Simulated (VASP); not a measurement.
Crystal: SiC (CsCl type).

```
CELL_PARAMETERS angstrom
2.71442 0.00000 0.00000
0.00000 2.71442 0.00000
0.00000 0.00000 2.71442
ATOMIC_POSITIONS crystal
Si 0.00000 0.00000 0.00000
C 0.50000 0.50000 0.50000
```

- Program: VASP 6.6.1
- Task: relaxation of cell and atoms
- Functional: PBE
- Potentials or basis: VASP PAW PBE potentials, release 64 (Si, C)
- Cutoff: 600 eV
- k mesh: 14 × 14 × 14
- Occupations: fermi-dirac, width 0.08 eV
- Spin: no spin polarisation

At the start: pressure -11.4 GPa; volume 10.00 Å³/atom.

**Question.** Where does the relaxation end?

**Answer.** Over 3 steps the energy falls by 30.6 meV/atom and the volume is 9.21 Å³/atom (-7.9 %); space group Pm-3m (No. 221, to 0.05 Å).

The path:
```
step  energy change (eV)  largest force (eV/Å)  pressure (GPa)  volume (Å³)
   1              0.0000                0.0000          -11.36        20.00
   2             -0.0564                0.0000            3.89        18.02
   3             -0.0611                0.0000            0.04        18.41
```

Final structure:
```
CELL_PARAMETERS angstrom
2.64055 0.00000 0.00000
0.00000 2.64055 0.00000
0.00000 0.00000 2.64055
ATOMIC_POSITIONS crystal
Si 0.00000 0.00000 0.00000
C 0.50000 0.50000 0.50000
```
